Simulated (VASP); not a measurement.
# As (P6/mmm) in VASP: a series of runs

Runs on As. Level: PBEsol. Tasks: single point, relaxation of cell and atoms.

Everything below comes from runs of VASP 6.6.1. Logs are shortened: lines on timing, memory, paths and dates and some standing lists are left out, and cuts for length are marked.

## Step 1: The cell of the first run

It takes space group P6/mmm (No. 191, hexagonal). Conventional cell: a = 4.901 Å, b = 4.901 Å, c = 2.854 Å, α = 90.00°, β = 90.00°, γ = 120.00°. As (site symmetry 6/mmm) has 14 As at 2.85 to 3.17 Å within 3.8 Å. Within 3.7 Å of As (site symmetry -6m2) lie 11 As at 2.83 to 3.17 Å.

## Step 2: Single point, PBEsol (volume scaled by 1.08)

Input file INCAR:

```
  PREC = Accurate
  ENCUT = 520
  EDIFF = 1E-6
  ISMEAR = -1
  SIGMA = 0.1
  LREAL = False
  LASPH = True
  NELM = 60
  ALGO = Normal
  ISIF = 2
  LWAVE = False
  LCHARG = False
  GGA = PS
  NBANDS = 14
```

Input file KPOINTS:

```
Automatic mesh
0
Gamma
  9 9 13
```

Input file POSCAR:

```
As
1.0
    4.9014828167      0.0000000000      0.0000000000
   -2.4507414084      4.2448086355      0.0000000000
    0.0000000000      0.0000000000      2.8543242207
As
3
Direct
    1.0000000000      0.0000000000      0.0000000000
    0.3333333333      0.6666666667      0.5000000000
    0.6666666667      0.3333333333      0.5000000000
```

Potentials or basis: VASP PAW PBE potentials, release 64 (As).

The run is started by

```console
$ cat potpaw_PBE.64/As/POTCAR > POTCAR
$ mpirun -np 1 vasp_std > vasp.out
```

OUTCAR:

```text
PREC = Accurate
   ENCUT = 520
   EDIFF = 1E-6
   ISMEAR = -1
   LREAL = False
   LASPH = True
   NELM = 60
   ISIF = 2
   GGA = PS

 ion  position               nearest neighbor table
   1  0.000  0.000  0.000-
   2  0.333  0.667  0.500-   3 2.83   3 2.83   3 2.83
   3  0.667  0.333  0.500-   2 2.83   2 2.83   2 2.83

  LATTYP: Found a hexagonal cell.
 ALAT       =     4.9014828167
 C/A-ratio  =     0.5823389222

  Lattice vectors:

 A1 = (   4.9014828167,   0.0000000000,   0.0000000000)
 A2 = (  -2.4507414084,   4.2448086355,   0.0000000000)
 A3 = (   0.0000000000,   0.0000000000,   2.8543242207)

Analysis of symmetry for initial positions (statically):
=====================================================================
 Subroutine PRICEL returns:
 Original cell was already a primitive cell.

 Routine SETGRP: Setting up the symmetry group for a
 hexagonal supercell.

 Subroutine GETGRP returns: Found 24 space group operations
 (whereof 24 operations were pure point group operations)
 out of a pool of 24 trial point group operations.

The static configuration has the point symmetry D_6h.

Analysis of symmetry for dynamics (positions and initial velocities):
=====================================================================
 Subroutine PRICEL returns:
 Original cell was already a primitive cell.

 Routine SETGRP: Setting up the symmetry group for a
 hexagonal supercell.

 Subroutine GETGRP returns: Found 24 space group operations
 (whereof 24 operations were pure point group operations)
 out of a pool of 24 trial point group operations.

The dynamic configuration has the point symmetry D_6h.

 Subroutine INISYM returns: Found 24 space group operations
 (whereof 24 operations are pure point group operations),
 and found     1 'primitive' translations

----------------------------------------------------------------------------------------

                                     Primitive cell

  volume of cell :      59.3867

  direct lattice vectors                    reciprocal lattice vectors
     4.901482817  0.000000000  0.000000000     0.204019893  0.117790940  0.000000000
    -2.450741408  4.244808636  0.000000000     0.000000000  0.235581880  0.000000000
[... 88 lines left out ...]
   LREAL  =      F    real-space projection
   EDIFFG = 0.1E-04   stopping-criterion for IOM
   NSW    =      0    number of steps for IOM
   IBRION =     -1    ionic relax: 0-MD 1-quasi-New 2-CG
   NFREE  =      0    steps in history (QN), initial steepest desc. (CG)
   ISIF   =      2    stress and relaxation
   ISYM   =      2    0-nonsym 1-usesym 2-fastsym
   POTIM  = 0.5000    time-step for ionic-motion
   TEBEG  =    0.0;   TEEND  =   0.0 temperature during run
   PSTRESS=    0.0 pullay stress
   NELECT =      15.0000    total number of electrons
   NUPDOWN=      -1.0000    fix difference up-down
   EMIN   =  10.00;   EMAX   =-10.00  energy-range for DOS
   EFERMI =   0.00;   METHOD = LEGACY
   ISMEAR =    -1;   SIGMA  =   0.10  broadening in eV -4-tet -1-fermi 0-gaus
   EFERMI_NEDOS =   21; number of points for ismear=-14 and -15
   IALGO  =     38    algorithm
   IMIX   =      4    mixing-type and parameters
     AMIX     =   0.40;   BMIX     =  1.00
     AMIX_MAG =   1.60;   BMIX_MAG =  1.00
  volume/ion in A,a.u.               =      19.80       133.59
  Fermi-wavevector in a.u.,A,eV,Ry     =   1.034846  1.955575 14.570557  1.070906
  Thomas-Fermi vector in A             =   2.169161
   LORBIT       =      0    0 simple, 1 ext, 2 COOP (PROOUT), +10 PAW based schemes
   GGA     = PS    functional components
   LHFCALC =     F    Hartree Fock is set to
   AEXX    =    0.0000 exact exchange contribution
   IVDW    =     0    specifies the selected vdW correction
   LEPSILON=     F    determine dielectric tensor
   LRPA    =     F    only Hartree local field effects (RPA)
 non-spin polarized calculation
  energy-cutoff  :      520.00
  volume of cell :       59.39
 maximum number of plane-waves:      1617
   NGX = 19   NGY = 19   NGZ = 11

 number of electron      14.9999999 magnetization

 Free energy of the ion-electron system (eV)
  ---------------------------------------------------
  ext. energy  EPLUGINS =         0.00000000
  ---------------------------------------------------
  free energy    TOTEN  =       -14.11680219 eV

  energy without entropy =      -14.05572441  energy(sigma->0) =      -14.08626330

 E-fermi :   5.8668     XC(G=0): -10.6902

 val. band max:        5.8602953502   @ k =   0.3333   0.0000   0.3077
 cond. band min:       5.8708280455   @ k =   0.3333   0.1111   0.1538
 fundamental gap:      0.0105326953
 Fermi energy:         5.8668487540

 k-point     1 :       0.0000    0.0000    0.0000
  band No.  band energies     occupation
      1      -8.8660      2.00000
      2      -3.8575      2.00000
      3      -3.6627      2.00000
      4       1.4288      2.00000
      5       1.4288      2.00000
      6       1.7085      2.00000
      7       1.7085      2.00000
      8       8.3176      0.00000
      9      11.2272      0.00000
     10      11.2272      0.00000
     11      12.1277      0.00000
     12      12.1320      0.00000
     13      13.0354      0.00000
     14      18.0967      0.00000
[... 377 lines left out ...]
      1      -6.3539      2.00000
      2      -6.3539      2.00000
      3      -6.2431      2.00000
      4       2.3501      2.00000
      5       2.7860      2.00000
      6       2.7860      2.00000
      7       8.2350      0.00000
      8       8.2350      0.00000
      9       9.1569      0.00000
     10       9.3968      0.00000
     11       9.7325      0.00000
     12       9.7325      0.00000
     13      13.9738      0.00000
     14      14.1532      0.00000

 [... further k-points ...]
[... 5 lines left out ...]
  --------------------------------------------------------------------------------------
  -------------------------------------------------------------------------------------
  Total       -2.1981516     -2.1981516     -1.7533153      0.0000000     -0.0000000      0.0000000
  in kB      -59.3033628    -59.3033628    -47.3022390      0.0000000     -0.0000000      0.0000000
  external PRESSURE =     -55.3029882 kB  Pullay stress =       0.0000000 kB

 VOLUME and BASIS-vectors are now :
 -----------------------------------------------------------------------------
  energy-cutoff  :      520.00
  volume of cell :       59.39
      direct lattice vectors                 reciprocal lattice vectors
     4.901482817  0.000000000  0.000000000     0.204019893  0.117790940  0.000000000
    -2.450741408  4.244808636  0.000000000     0.000000000  0.235581880  0.000000000
     0.000000000  0.000000000  2.854324221     0.000000000  0.000000000  0.350345624

 POSITION                                       TOTAL-FORCE (eV/Angst)
 -----------------------------------------------------------------------------------
      0.00000      0.00000      0.00000         0.000000     -0.000000      0.000000
     -0.00000      2.82987      1.42716        -0.000000      0.000000     -0.000000
      2.45074      1.41494      1.42716         0.000000     -0.000000      0.000000
 -----------------------------------------------------------------------------------
    total drift:                                0.000000      0.000000     -0.000000

  FREE ENERGIE OF THE ION-ELECTRON SYSTEM (eV)
  ---------------------------------------------------
  free  energy   TOTEN  =       -14.1168021928 eV

  energy  without entropy=      -14.0557244075  energy(sigma->0) =      -14.08626330
```

OSZICAR:

```text
N       E                     dE             d eps       ncg     rms          rms(c)
DAV:   1     0.381936204978E+02    0.38194E+02   -0.58579E+03  2352   0.881E+02
DAV:   2    -0.116824414105E+02   -0.49876E+02   -0.46556E+02  3190   0.133E+02
DAV:   3    -0.141261140346E+02   -0.24437E+01   -0.24173E+01  2760   0.289E+01
DAV:   4    -0.141391082777E+02   -0.12994E-01   -0.12987E-01  2900   0.238E+00
DAV:   5    -0.141391394626E+02   -0.31185E-04   -0.31184E-04  2856   0.126E-01    0.319E+00
DAV:   6    -0.141237942241E+02    0.15345E-01   -0.88602E-03  2820   0.473E-01    0.185E+00
DAV:   7    -0.141167909835E+02    0.70032E-02   -0.15944E-02  2556   0.636E-01    0.833E-02
DAV:   8    -0.141168007558E+02   -0.97724E-05   -0.22023E-04  2958   0.978E-02    0.356E-02
DAV:   9    -0.141168026376E+02   -0.18818E-05   -0.14239E-05  2772   0.216E-02    0.416E-03
DAV:  10    -0.141168021928E+02    0.44480E-06   -0.54116E-07  1980   0.431E-03
   1 F= -.14116802E+02 E0= -.14086263E+02  d E =-.610778E-01
```

Run time: 14 s. Hardware: 1 thread of Intel Xeon 6975P-C (Granite Rapids), shared host; peak memory 0.2 GiB.

What came out:

| Item | Value |
| --- | --- |
| Free energy | -14.1168 eV |
| Pressure | -5.5 GPa |

Stress tensor (GPa, compression positive):
```
-5.93  0.00  0.00
 0.00 -5.93  0.00
 0.00  0.00 -4.73
```

Levels at points of the mesh, in eV from the Fermi level:
| k point | band 5 | band 6 | band 7 | band 8 | band 9 | band 10 | band 11 | band 12 |
| --- | --- | --- | --- | --- | --- | --- | --- | --- |
| (0.00, 0.00, 0.00) | -4.44 | -4.16 | -4.16 | 2.45 | 5.36 | 5.36 | 6.26 | 6.27 |

Caveat: the cell differs from its parent crystal (volume scaled by 1.08); the PAW data sets were made with another functional, which shifts forces and pressure a little.

## Step 3: Single point, PBEsol (volume scaled by 1.12)

Input file INCAR:

```
PREC = Accurate
ENCUT = 520
EDIFF = 1E-6
ISMEAR = -1
SIGMA = 0.1
LREAL = False
LASPH = True
NELM = 80
ALGO = Normal
ISIF = 2
LWAVE = False
LCHARG = False
GGA = PS
NBANDS = 14
```

KPOINTS is that of step 2.

Input file POSCAR:

```
As
1.0
    4.9612628890      0.0000000000      0.0000000000
   -2.4806314445      4.2965796968      0.0000000000
    0.0000000000      0.0000000000      2.8891364836
As
3
Direct
    1.0000000000      0.0000000000      0.0000000000
    0.3333333333      0.6666666667      0.5000000000
    0.6666666667      0.3333333333      0.5000000000
```

Potentials or basis: VASP PAW PBE potentials, release 64 (As).

The run is started by

```console
$ cat potpaw_PBE.64/As/POTCAR > POTCAR
$ mpirun -np 1 vasp_std > vasp.out
```

OUTCAR:

```text
PREC = Accurate
   ENCUT = 520
   EDIFF = 1E-6
   ISMEAR = -1
   LREAL = False
   LASPH = True
   NELM = 80
   ISIF = 2
   GGA = PS

 ion  position               nearest neighbor table
   1  0.000  0.000  0.000-
   2  0.333  0.667  0.500-   3 2.86   3 2.86   3 2.86
   3  0.667  0.333  0.500-   2 2.86   2 2.86   2 2.86

  LATTYP: Found a hexagonal cell.
 ALAT       =     4.9612628890
 C/A-ratio  =     0.5823389222

  Lattice vectors:
[... 599 lines left out ...]

  FORCE on cell =-STRESS in cart. coord.  units (eV):
  Direction    XX          YY          ZZ          XY          YZ          ZX
  --------------------------------------------------------------------------------------
  -------------------------------------------------------------------------------------
  Total       -3.0205754     -3.0205754     -2.8622220      0.0000000      0.0000000     -0.0000000
  in kB      -78.5809161    -78.5809161    -74.4613203      0.0000000      0.0000000     -0.0000000
  external PRESSURE =     -77.2077175 kB  Pullay stress =       0.0000000 kB

 VOLUME and BASIS-vectors are now :
 -----------------------------------------------------------------------------
  energy-cutoff  :      520.00
  volume of cell :       61.59
      direct lattice vectors                 reciprocal lattice vectors
     4.961262889  0.000000000  0.000000000     0.201561583  0.116371634  0.000000000
    -2.480631445  4.296579697  0.000000000     0.000000000  0.232743268  0.000000000
     0.000000000  0.000000000  2.889136484     0.000000000  0.000000000  0.346124181

 POSITION                                       TOTAL-FORCE (eV/Angst)
 -----------------------------------------------------------------------------------
      0.00000      0.00000      0.00000         0.000000     -0.000000      0.000000
     -0.00000      2.86439      1.44457        -0.000000     -0.000000      0.000000
      2.48063      1.43219      1.44457        -0.000000      0.000000      0.000000
 -----------------------------------------------------------------------------------
    total drift:                                0.000000     -0.000000      0.000000

  FREE ENERGIE OF THE ION-ELECTRON SYSTEM (eV)
  ---------------------------------------------------
  free  energy   TOTEN  =       -14.0254009028 eV

  energy  without entropy=      -13.9614190964  energy(sigma->0) =      -13.99341000
```

Wall time 18 s (1 thread of Intel Xeon 6975P-C (Granite Rapids), shared host); peak memory 0.21 GiB.

What came out:

```
Free energy : -14.0254 eV
Pressure    : -7.7 GPa
```

Levels at points of the mesh, in eV from the Fermi level:
```tsv
k point	band 4	band 5	band 6	band 7	band 8	band 9	band 10	band 11	band 12	band 13
(0.00, 0.00, 0.00)	-4.24	-4.24	-3.96	-3.96	2.37	5.11	5.11	5.97	5.97	7.13
```

Caveat: the cell differs from its parent crystal (volume scaled by 1.12); the PAW data sets were made with another functional, which shifts forces and pressure a little.

## Step 4: Single point, PBEsol

This run uses another cell than the first one, of 18.33 Å³/atom, 0.926 times its volume.

Input file INCAR:

```
SYSTEM = As
ALGO = Normal ; EDIFF = 1E-6
ENCUT = 520 ; GGA = PS
ISIF = 2 ; ISMEAR = -1
LASPH = .True. ; LCHARG = .False.
LREAL = .False. ; LWAVE = .False.
NBANDS = 14 ; NELM = 80
PREC = Accurate ; SIGMA = 0.1
```

Input file KPOINTS:

```
k-points
0
Gamma
  10 10 15
  0 0 0
```

Input file POSCAR:

```
As
1.0
    4.7773408999      0.0000000000      0.0000000000
   -2.3886704499      4.1372985818      0.0000000000
    0.0000000000      0.0000000000      2.7820315507
As
3
Direct
    1.0000000000      0.0000000000      0.0000000000
    0.3333333333      0.6666666667      0.5000000000
    0.6666666667      0.3333333333      0.5000000000
```

The run is started by

```console
$ cat potpaw_PBE.64/As/POTCAR > POTCAR
$ mpirun -np 1 vasp_std > vasp.out
```

It took 18 s on 1 thread of Intel Xeon 6975P-C (Granite Rapids), shared host; peak memory 0.21 GiB.

Results (log left out):

| Item | Value |
| --- | --- |
| Free energy | -14.2074 eV |
| Pressure | 0.4 GPa |

Stress tensor (GPa, compression positive):
```
 0.68  0.00  0.00
 0.00  0.68  0.00
 0.00  0.00 -0.11
```

Levels at points of the mesh, in eV from the Fermi level:
```
           k point  band 4  band 5  band 6  band 7  band 8  band 9  band 10  band 11  band 12  band 13
(0.00, 0.00, 0.00)   -4.86   -4.86   -4.58   -4.58    2.64    5.95     5.95     6.93     6.96     7.27
(0.50, 0.00, 0.00)   -6.87   -1.33   -1.08    1.04    1.46    2.43     4.43     4.46     6.28     7.59
```

Caveat: the PAW data sets were made with another functional, which shifts forces and pressure a little.

## Step 5: Relaxation of cell and atoms, PBEsol

This run uses another cell than the first one, of 18.30 Å³/atom, 0.924 times its volume.

Input file INCAR:

```
PREC     = Accurate       # precision mode
ENCUT    = 600            # plane-wave cutoff, eV
EDIFF    = 1E-6           # SCF threshold, eV
ISMEAR   = -1             # smearing method
SIGMA    = 0.1            # smearing width, eV
LREAL    = F              # projectors in reciprocal space
LASPH    = T              # aspherical terms in the spheres
NELM     = 100            # most SCF steps
ALGO     = Normal         # electronic algorithm
ISIF     = 3              # what is computed and relaxed
LWAVE    = F              # write WAVECAR
LCHARG   = F              # write CHGCAR
GGA      = PS             # functional
IBRION   = 2              # ionic algorithm
NSW      = 80             # ionic steps
EDIFFG   = -0.01          # ionic threshold
```

Input file KPOINTS:

```
regular mesh
0
Gamma
  8 8 11
```

Input file POSCAR:

```
As
1.0
    4.6939060714      0.0000000000      0.0000000000
   -2.3469530357      4.0650419008      0.0000000000
    0.0000000000      0.0000000000      2.8773644218
As
3
Direct
    0.0000000000      0.0000000000      0.0000000000
    0.3333333333      0.6666666667      0.5000000000
    0.6666666667      0.3333333333      0.5000000000
```

The run is started by

```console
$ cat potpaw_PBE.64/As/POTCAR > POTCAR
$ mpirun -np 1 vasp_std > vasp.out
```

It took 40 s on 1 thread of Intel Xeon 6975P-C (Granite Rapids), shared host; peak memory 0.21 GiB.

Results (log left out):

- Free energy: -14.2196 eV
- Relaxed volume: 18.38 Å³/atom
- Relaxed cell: a = 4.782 Å, b = 4.782 Å, c = 2.784 Å, α = 90.00°, β = 90.00°, γ = 120.00°
- Space group after relaxing (to 0.05 Å): P6/mmm (No. 191)
- Energy gained by relaxing: 15.6 meV/atom
- Ionic steps: 5
- Pressure after relaxing: 0.0 GPa

Step by step:
```
step  energy change (eV)  largest force (eV/Å)  pressure (GPa)  volume (Å³)
   1              0.0000                0.0000            0.82        54.90
   2             -0.0429                0.0000           -0.77        55.62
   3             -0.0444                0.0000           -1.01        55.75
   4             -0.0461                0.0000            0.51        54.84
   5             -0.0467                0.0000           -0.01        55.14
```

Final structure:
```yaml
crystal:
  lattice:
    - [4.78191, 0.00000, 0.00000]
    - [-2.39095, 4.14125, 0.00000]
    - [0.00000, 0.00000, 2.78432]
  atoms:
    - { symbol: As, position: [0.00000, 0.00000, 0.00000] }
    - { symbol: As, position: [0.33333, 0.66667, 0.50000] }
    - { symbol: As, position: [0.66667, 0.33333, 0.50000] }
```

Levels at points of the mesh, in eV from the Fermi level:
```csv
k point,band 3,band 4,band 5,band 6,band 7,band 8,band 9,band 10,band 11
"(0.00, 0.00, 0.00)",-9.55,-4.81,-4.81,-4.51,-4.51,2.68,5.97,5.97,6.95
"(0.50, 0.00, 0.00)",-10.63,-6.81,-1.29,-1.03,1.09,1.50,2.47,4.46,4.49
```

Caveat: the PAW data sets were made with another functional, which shifts forces and pressure a little.

## Step 6: The runs side by side

```csv
task,cell,k mesh,cutoff (eV),gap on the mesh (eV),pressure (GPa)
single point,"a = 4.901, b = 4.901, c = 2.854 Å, angles 90.0, 90.0, 120.0°, 3 atoms",9 × 9 × 13,520,none,-5.5
single point,"a = 4.961, b = 4.961, c = 2.889 Å, angles 90.0, 90.0, 120.0°, 3 atoms",9 × 9 × 13,520,none,-7.7
single point,"a = 4.777, b = 4.777, c = 2.782 Å, angles 90.0, 90.0, 120.0°, 3 atoms",10 × 10 × 15,520,none,0.4
relaxation of cell and atoms,"relaxed from a = 4.694, b = 4.694, c = 2.877 Å, angles 90.0, 90.0, 120.0°, 3 atoms",8 × 8 × 11,600,none,0.0
```

Alike in all rows: level PBEsol; potentials or basis VASP PAW PBE potentials, release 64 (As); no spin polarisation; smearing fermi-dirac 0.1 eV.

Caveats: the PAW data sets were made with another functional, which shifts forces and pressure a little.

Total energies depend on the potentials used, so only differences within one code and one set of settings carry meaning.
